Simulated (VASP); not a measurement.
# TiAl3 in VASP: settings compared

The runs below take TiAl3 through single point, with PBEsol, LAK, r2SCAN.

All numbers are computed with VASP 6.6.1; they aren't measurements. Logs are shortened: lines on timing, memory, paths and dates and some standing lists are left out, and cuts for length are marked.

### 1 The cell of the first run

It takes space group P4mm (No. 99, tetragonal). Conventional cell: a = 3.956 Å, b = 3.956 Å, c = 4.015 Å, α = 90.00°, β = 90.00°, γ = 90.00°. Within 3.7 Å of Ti (site symmetry 4mm) lie 12 Al at 2.80 to 2.82 Å. Al (site symmetry 2mm) has 8 Al at 2.79 to 2.85 Å and 4 Ti at 2.82 Å within 3.7 Å. Within 3.7 Å of Al (site symmetry 4mm) lie 8 Al at 2.79 to 2.85 Å and 4 Ti at 2.80 Å.

### 2 Single point, PBEsol (last atom moved by 0.04 Å along z, cell strained by +1.5% along z)

The input, INCAR:

```
ADDGRID = False ; ALGO = Normal
EDIFF = 1E-6 ; ENCUT = 360
GGA = PS ; GGA_COMPAT = False
ISIF = 2 ; ISMEAR = 1
LASPH = True ; LCHARG = False
LREAL = False ; LWAVE = False
NBANDS = 23 ; NELM = 120
PREC = Accurate ; SIGMA = 0.1
```

The input, KPOINTS:

```
Automatic mesh
0
Gamma
  9 9 9
  0 0 0
```

The input, POSCAR:

```
TiAl3
1.0
    3.9556712500      0.0000000000      0.0000000000
    0.0000000000      3.9556712500      0.0000000000
    0.0000000000      0.0000000000      4.0150063187
Ti Al
1 3
Direct
    0.0000000000      0.0000000000      0.0000000000
    0.0000000000      0.5000000000      0.5000000000
    0.5000000000      0.0000000000      0.5000000000
    0.5000000000      0.5000000000      0.0101120600
```

Potentials or basis: VASP PAW PBE potentials, release 64 (Ti_sv, Al).

Command:

```bash
cat potpaw_PBE.64/Ti_sv/POTCAR potpaw_PBE.64/Al/POTCAR > POTCAR
mpirun -np 1 vasp_std > vasp.out
```

OUTCAR:

```text
EDIFF = 1E-6
   ENCUT = 360
   GGA = PS
   ISIF = 2
   ISMEAR = 1
   LASPH = True
   LREAL = False
   NELM = 120
   PREC = Accurate

 Found     75 irreducible k-points:

 Following reciprocal coordinates:
            Coordinates               Weight
  0.000000  0.000000  0.000000      1.000000
  0.111111  0.000000  0.000000      4.000000
  0.222222  0.000000  0.000000      4.000000
  0.333333  0.000000  0.000000      4.000000
  0.444444  0.000000  0.000000      4.000000
  0.111111  0.111111  0.000000      4.000000
   k-points           NKPTS =     75   k-points in BZ     NKDIM =     75   number of bands    NBANDS=     23
   number of dos      NEDOS =    301   number of ions     NIONS =      4
   total plane-waves  NPLWV =  16128
   dimension x,y,z NGX =    24 NGY =   24 NGZ =   28
   dimension x,y,z NGXF=    48 NGYF=   48 NGZF=   56
   ions per type =               1   3
   NGX,Y,Z   is equivalent  to a cutoff of  10.09, 10.09, 11.59 a.u.
   NGXF,Y,Z  is equivalent  to a cutoff of  20.17, 20.17, 23.19 a.u.
 SYSTEM =  unknown system
   PREC   = accura    normal or accurate (medium, high low for compatibility)
   ISTART =      0    job   : 0-new  1-cont  2-samecut
   ICHARG =      2    charge: 1-file 2-atom 10-const
   ISPIN  =      1    spin polarized calculation?
   LNONCOLLINEAR =      F non collinear calculations
   LSORBIT =      F    spin-orbit coupling
   LASPH  =      T    aspherical Exc in radial PAW
   ENCUT  =  360.0 eV  26.46 Ry    5.14 a.u.   6.12  6.12  6.21*2*pi/ulx,y,z
   NELM   =    120;   NELMIN=  2; NELMDL= -5     # of ELM steps
   EDIFF  = 0.1E-05   stopping-criterion for ELM
   LREAL  =      F    real-space projection
   EDIFFG = 0.1E-04   stopping-criterion for IOM
   NSW    =      0    number of steps for IOM
   IBRION =     -1    ionic relax: 0-MD 1-quasi-New 2-CG
   NFREE  =      0    steps in history (QN), initial steepest desc. (CG)
   ISIF   =      2    stress and relaxation
   ISYM   =      2    0-nonsym 1-usesym 2-fastsym
   POTIM  = 0.5000    time-step for ionic-motion
   TEBEG  =    0.0;   TEEND  =   0.0 temperature during run

   SCALEE = 1.0000    scale energy and forces
   PSTRESS=    0.0 pullay stress
   NELECT =      21.0000    total number of electrons
   NUPDOWN=      -1.0000    fix difference up-down
   EMIN   =  10.00;   EMAX   =-10.00  energy-range for DOS
   EFERMI =   0.00;   METHOD = LEGACY
   ISMEAR =     1;   SIGMA  =   0.10  broadening in eV -4-tet -1-fermi 0-gaus
   EFERMI_NEDOS =   21; number of points for ismear=-14 and -15
   IALGO  =     38    algorithm
   IMIX   =      4    mixing-type and parameters
     AMIX     =   0.40;   BMIX     =  1.00
     AMIX_MAG =   1.60;   BMIX_MAG =  1.00
  volume/ion in A,a.u.               =      15.71       105.99
  Fermi-wavevector in a.u.,A,eV,Ry     =   1.136159  2.147029 17.563175  1.290857
  Thomas-Fermi vector in A             =   2.272864
   LORBIT       =      0    0 simple, 1 ext, 2 COOP (PROOUT), +10 PAW based schemes
   GGA     = PS    functional components
   LHFCALC =     F    Hartree Fock is set to
   AEXX    =    0.0000 exact exchange contribution
   IVDW    =     0    specifies the selected vdW correction
   LEPSILON=     F    determine dielectric tensor
   LRPA    =     F    only Hartree local field effects (RPA)

   CSHIFT  =0.1000    complex shift for real part using Kramers Kronig

   OMEGAMAX=  -1.0    maximum frequency
 non-spin polarized calculation
 Methfessel and Paxton  Order N= 1 SIGMA  =   0.10
  energy-cutoff  :      360.00
  volume of cell :       62.82
 maximum number of plane-waves:       996
   NGX = 13   NGY = 13   NGZ = 13

 number of electron      20.9999992 magnetization

 Free energy of the ion-electron system (eV)
  ---------------------------------------------------
  ext. energy  EPLUGINS =         0.00000000
  ---------------------------------------------------
  free energy    TOTEN  =       -22.09757170 eV

  energy without entropy =      -22.09764554  energy(sigma->0) =      -22.09759632

 E-fermi :   8.9125     XC(G=0): -10.8545

 val. band max:        8.9073410286   @ k =   0.2222   0.0000   0.2222
 cond. band min:       8.9337262971   @ k =   0.1111   0.0000   0.1111
 fundamental gap:      0.0263852685
 Fermi energy:         8.9125491612

 k-point     1 :       0.0000    0.0000    0.0000
  band No.  band energies     occupation
      1     -47.8502      2.00000
      2     -24.2753      2.00000
      3     -24.2617      2.00000
      4     -24.2617      2.00000
      5      -1.8408      2.00000
      6       5.7398      2.00000
[... 14 lines left out ...]
     21      16.8554      0.00000
     22      16.9349      0.00000

 k-point     2 :       0.1111    0.0000    0.0000
  band No.  band energies     occupation
      1     -47.8502      2.00000
      2     -24.2751      2.00000
      3     -24.2641      2.00000
      4     -24.2616      2.00000
      5      -1.7211      2.00000
      6       4.9976      2.00000
[... 14 lines left out ...]
     21      16.0392      0.00000
     22      16.7961      0.00000

 k-point     3 :       0.2222    0.0000    0.0000
  band No.  band energies     occupation
      1     -47.8499      2.00000
      2     -24.2746      2.00000
      3     -24.2701      2.00000
      4     -24.2611      2.00000
      5      -1.3657      2.00000
      6       3.6607      2.00000
[... 14 lines left out ...]
     21      16.0792      0.00000
     22      16.1196      0.00000

 k-point     4 :       0.3333    0.0000    0.0000
  band No.  band energies     occupation
      1     -47.8496      2.00000
      2     -24.2770      2.00000
      3     -24.2740      2.00000
      4     -24.2606      2.00000
      5      -0.7893      2.00000
      6       2.3508      2.00000
[... 14 lines left out ...]
     21      16.4057      0.00000
     22      16.8161      0.00000

 k-point     5 :       0.4444    0.0000    0.0000
  band No.  band energies     occupation
      1     -47.8494      2.00000
      2     -24.2814      2.00000
      3     -24.2737      2.00000
      4     -24.2603      2.00000
      5      -0.0599      2.00000
      6       1.2401      2.00000
[... 14 lines left out ...]
     21      17.4666      0.00000
     22      17.7405      0.00000

 k-point     6 :       0.1111    0.1111    0.0000
  band No.  band energies     occupation
      1     -47.8501      2.00000
      2     -24.2749      2.00000
      3     -24.2640      2.00000
      4     -24.2638      2.00000
      5      -1.6020      2.00000
      6       4.9585      2.00000
[... 14 lines left out ...]
     21      15.7404      0.00000
     22      17.1428      0.00000

 [... further k-points ...]

 [bands above 22 left out]

------------------------ aborting loop because EDIFF is reached ----------------------------------------

  FORCE on cell =-STRESS in cart. coord.  units (eV):
  Direction    XX          YY          ZZ          XY          YZ          ZX
  --------------------------------------------------------------------------------------
  -------------------------------------------------------------------------------------
  Total       -0.6589396     -0.6589396     -1.3567405      0.0000000      0.0000000      0.0000000
  in kB      -16.8046529    -16.8046529    -34.6003705      0.0000000      0.0000000      0.0000000
  external PRESSURE =     -22.7365588 kB  Pullay stress =       0.0000000 kB

 VOLUME and BASIS-vectors are now :
 -----------------------------------------------------------------------------
  energy-cutoff  :      360.00
  volume of cell :       62.82
      direct lattice vectors                 reciprocal lattice vectors
     3.955671250  0.000000000  0.000000000     0.252801595  0.000000000  0.000000000
     0.000000000  3.955671250  0.000000000     0.000000000  0.252801595  0.000000000
     0.000000000  0.000000000  4.015006319     0.000000000  0.000000000  0.249065611

 POSITION                                       TOTAL-FORCE (eV/Angst)
 -----------------------------------------------------------------------------------
      0.00000      0.00000      0.00000         0.000000      0.000000      0.033930
      0.00000      1.97784      2.00750         0.000000     -0.000000      0.111057
      1.97784      0.00000      2.00750         0.000000     -0.000000      0.111057
      1.97784      1.97784      0.04060         0.000000      0.000000     -0.256043
 -----------------------------------------------------------------------------------
    total drift:                               -0.000000      0.000000      0.000012

  FREE ENERGIE OF THE ION-ELECTRON SYSTEM (eV)
  ---------------------------------------------------
  free  energy   TOTEN  =       -22.0975717025 eV

  energy  without entropy=      -22.0976455421  energy(sigma->0) =      -22.09759632
```

It took 42 s on 1 thread of Intel Xeon Platinum 8259CL at 2.50GHz (Skylake/Cascade Lake), shared host; peak memory 0.18 GiB.

What came out:

```
Free energy            : -22.0976 eV
Pressure               : -2.3 GPa
Largest force          : 0.256 eV/Å
Band gap on the k mesh : zero (an odd number of electrons rules out a gap without spin polarisation)
```

Forces in eV/Å, atoms in the order of the input:
```
Ti   0.000  0.000  0.034
Al   0.000  0.000  0.111
Al   0.000  0.000  0.111
Al   0.000  0.000 -0.256
```

Caveat: the cell differs from its parent crystal (last atom moved by 0.04 Å along z, cell strained by +1.5% along z); the PAW data sets were made with another functional, which shifts forces and pressure a little.

### 3 Single point, PBEsol (last atom moved by 0.04 Å along z, cell strained by +1.5% along z)

The input, INCAR:

```
ADDGRID = False ; ALGO = Normal
EDIFF = 1E-8 ; ENCUT = 720
GGA = PS ; GGA_COMPAT = False
ISIF = 2 ; ISMEAR = 1
LASPH = True ; LCHARG = False
LREAL = False ; LWAVE = False
NBANDS = 35 ; NELM = 120
PREC = Accurate ; SIGMA = 0.05
```

The input, KPOINTS:

```
Automatic mesh
0
Gamma
  13 13 13
  0 0 0
```

POSCAR is that of step 2.

Potentials or basis: VASP PAW PBE potentials, release 64 (Ti_sv, Al).

Command:

```bash
cat potpaw_PBE.64/Ti_sv/POTCAR potpaw_PBE.64/Al/POTCAR > POTCAR
mpirun -np 1 vasp_std > vasp.out
```

OUTCAR:

```text
EDIFF = 1E-8
   ENCUT = 720
   GGA = PS
   ISIF = 2
   ISMEAR = 1
   LASPH = True
   LREAL = False
   NELM = 120
   PREC = Accurate

 ion  position               nearest neighbor table
   1  0.000  0.000  0.000-   4 2.80   4 2.80   4 2.80   4 2.80   3 2.82   2 2.82   3 2.82   2 2.82
                             3 2.82   2 2.82   3 2.82   2 2.82
   2  0.000  0.500  0.500-   4 2.79   4 2.79   3 2.80   3 2.80   3 2.80   3 2.80   1 2.82   1 2.82
                             1 2.82   1 2.82   4 2.85   4 2.85
[... 815 lines left out ...]
  --------------------------------------------------------------------------------------
  -------------------------------------------------------------------------------------
  Total       -0.5671995     -0.5671995     -1.2218257      0.0000000      0.0000000     -0.0000000
  in kB      -14.4650448    -14.4650448    -31.1596970      0.0000000      0.0000000     -0.0000000
  external PRESSURE =     -20.0299288 kB  Pullay stress =       0.0000000 kB

 VOLUME and BASIS-vectors are now :
 -----------------------------------------------------------------------------
  energy-cutoff  :      720.00
  volume of cell :       62.82
      direct lattice vectors                 reciprocal lattice vectors
     3.955671250  0.000000000  0.000000000     0.252801595  0.000000000  0.000000000
     0.000000000  3.955671250  0.000000000     0.000000000  0.252801595  0.000000000
     0.000000000  0.000000000  4.015006319     0.000000000  0.000000000  0.249065611

 POSITION                                       TOTAL-FORCE (eV/Angst)
 -----------------------------------------------------------------------------------
      0.00000      0.00000      0.00000         0.000000     -0.000000      0.034002
      0.00000      1.97784      2.00750        -0.000000     -0.000000      0.110931
      1.97784      0.00000      2.00750        -0.000000      0.000000      0.110931
      1.97784      1.97784      0.04060        -0.000000      0.000000     -0.255865
 -----------------------------------------------------------------------------------
    total drift:                                0.000000     -0.000000     -0.000028

  FREE ENERGIE OF THE ION-ELECTRON SYSTEM (eV)
  ---------------------------------------------------
  free  energy   TOTEN  =       -22.1033518628 eV

  energy  without entropy=      -22.1033147689  energy(sigma->0) =      -22.10333950
```

OSZICAR:

```text
N       E                     dE             d eps       ncg     rms          rms(c)
DAV:   1     0.156648165288E+03    0.15665E+03   -0.95924E+03 13720   0.709E+02
DAV:   2    -0.112937032007E+02   -0.16794E+03   -0.15650E+03 14579   0.204E+02
DAV:   3    -0.237646276721E+02   -0.12471E+02   -0.12153E+02 16627   0.517E+01
DAV:   4    -0.242386849269E+02   -0.47406E+00   -0.47114E+00 17270   0.895E+00
DAV:   5    -0.242513581859E+02   -0.12673E-01   -0.12669E-01 16830   0.154E+00    0.114E+01
DAV:   6    -0.232187234343E+02    0.10326E+01   -0.11524E+01 15609   0.185E+01    0.781E+00
DAV:   7    -0.222177183557E+02    0.10010E+01   -0.79205E+00 16083   0.114E+01    0.345E+00
DAV:   8    -0.221878860028E+02    0.29832E-01   -0.11060E+00 16812   0.465E+00    0.226E+00
DAV:   9    -0.221046713101E+02    0.83215E-01   -0.48417E-01 16658   0.303E+00    0.360E-01
DAV:  10    -0.221053411517E+02   -0.66984E-03   -0.48619E-03 16184   0.309E-01    0.384E-01
DAV:  11    -0.221033107486E+02    0.20304E-02   -0.86457E-03 17280   0.381E-01    0.108E-01
DAV:  12    -0.221033593671E+02   -0.48619E-04   -0.39488E-04 16067   0.810E-02    0.407E-02
DAV:  13    -0.221033600067E+02   -0.63959E-06   -0.92866E-06 17242   0.155E-02    0.190E-02
DAV:  14    -0.221033518299E+02    0.81768E-05   -0.24342E-05 16998   0.180E-02    0.570E-03
DAV:  15    -0.221033518633E+02   -0.33408E-07   -0.74881E-07 15920   0.331E-03    0.243E-03
DAV:  16    -0.221033518628E+02    0.53637E-09   -0.25123E-08 17029   0.859E-04
   1 F= -.22103352E+02 E0= -.22103339E+02  d E =-.370938E-04
```

stdout:

```text
POSCAR found type information on POSCAR TiAl
 POSCAR found :  2 types and       4 ions
 scaLAPACK will be used
 -----------------------------------------------------------------------------
|                                                                             |
|                                                                             |
|     You enforced a specific xc type in the INCAR file but a different       |
|     I HOPE YOU KNOW WHAT YOU ARE DOING!                                     |
|                                                                             |
 -----------------------------------------------------------------------------

 LDA part: xc-table for (Slater+PW92), standard interpolation
 POSCAR, INCAR and KPOINTS ok, starting setup
 FFT: planning ... GRIDC
 FFT: planning ... GRID_SOFT
 FFT: planning ... GRID
 WAVECAR not read
 entering main loop
```

Wall time 9.7 min (1 thread of Intel Xeon Platinum 8259CL at 2.50GHz (Skylake/Cascade Lake), shared host); peak memory 0.6 GiB.

Results:

```yaml
Free_energy: -22.1034 eV
Pressure: -2.0 GPa
Largest_force: 0.256 eV/Å
Band_gap_on_the_k_mesh: zero (an odd number of electrons rules out a gap without spin polarisation)
```

Forces in eV/Å, atoms in the order of the input:
```
Ti   0.000  0.000  0.034
Al   0.000  0.000  0.111
Al   0.000  0.000  0.111
Al   0.000  0.000 -0.256
```

Levels at points of the mesh, in eV from the Fermi level:
```csv
k point,band 7,band 8,band 9,band 10,band 11,band 12,band 13,band 14
"(0.00, 0.00, 0.00)",-3.00,-2.29,-2.07,-2.07,0.15,0.15,0.18,0.70
```

Caveat: the cell differs from its parent crystal (last atom moved by 0.04 Å along z, cell strained by +1.5% along z); the PAW data sets were made with another functional, which shifts forces and pressure a little.

### 4 Single point, LAK

This run uses another cell than the first one, of 15.47 Å³/atom.

The input, INCAR:

```
ALGO = Normal ; EDIFF = 1E-6
ENCUT = 440 ; GGA_COMPAT = False
ISIF = 2 ; ISMEAR = 1
LASPH = True ; LCHARG = False
LMIXTAU = True ; LREAL = False
LWAVE = False ; METAGGA = LAK
NELM = 120 ; PREC = Accurate
SIGMA = 0.1
```

The input, KPOINTS:

```
k-points
0
Gamma
  8 8 8
```

The input, POSCAR:

```
TiAl3
1.0
    3.9556712500      0.0000000000      0.0000000000
    0.0000000000      3.9556712500      0.0000000000
    0.0000000000      0.0000000000      3.9556712500
Ti Al
1 3
Direct
    0.0000000000      0.0000000000      0.0000000000
    0.0000000000      0.5000000000      0.5000000000
    0.5000000000      0.0000000000      0.5000000000
    0.5000000000      0.5000000000      0.0000000000
```

Command:

```bash
cat potpaw_PBE.64/Ti_sv/POTCAR potpaw_PBE.64/Al/POTCAR > POTCAR
mpirun -np 1 vasp_std > vasp.out
```

Wall time 1.7 min (1 thread of Intel Xeon Platinum 8259CL at 2.50GHz (Skylake/Cascade Lake), shared host); peak memory 0.17 GiB.

The run converged. Its results:

```yaml
Free_energy: -11.4816 eV
Pressure: 1.4 GPa
Band_gap_on_the_k_mesh: zero (an odd number of electrons rules out a gap without spin polarisation)
```

Levels at points of the mesh, in eV from the Fermi level:
| k point | band 7 | band 8 | band 9 | band 10 | band 11 | band 12 | band 13 | band 14 |
| --- | --- | --- | --- | --- | --- | --- | --- | --- |
| (0.00, 0.00, 0.00) | -3.24 | -2.52 | -2.52 | -2.52 | 0.15 | 0.15 | 0.15 | 0.72 |
| (0.50, 0.00, 0.00) | -2.53 | -2.53 | -2.33 | 0.43 | 0.61 | 0.61 | 0.91 | 1.28 |
| (0.50, 0.50, 0.00) | -6.70 | -5.55 | -1.40 | -1.40 | 0.69 | 1.05 | 1.17 | 1.50 |
| (0.50, 0.50, 0.50) | -5.50 | -5.50 | -4.04 | -4.04 | -4.04 | 0.27 | 1.56 | 1.56 |

Caveat: the PAW data sets were made with another functional, which shifts forces and pressure a little.

(Part 1 of 2 ends here.)
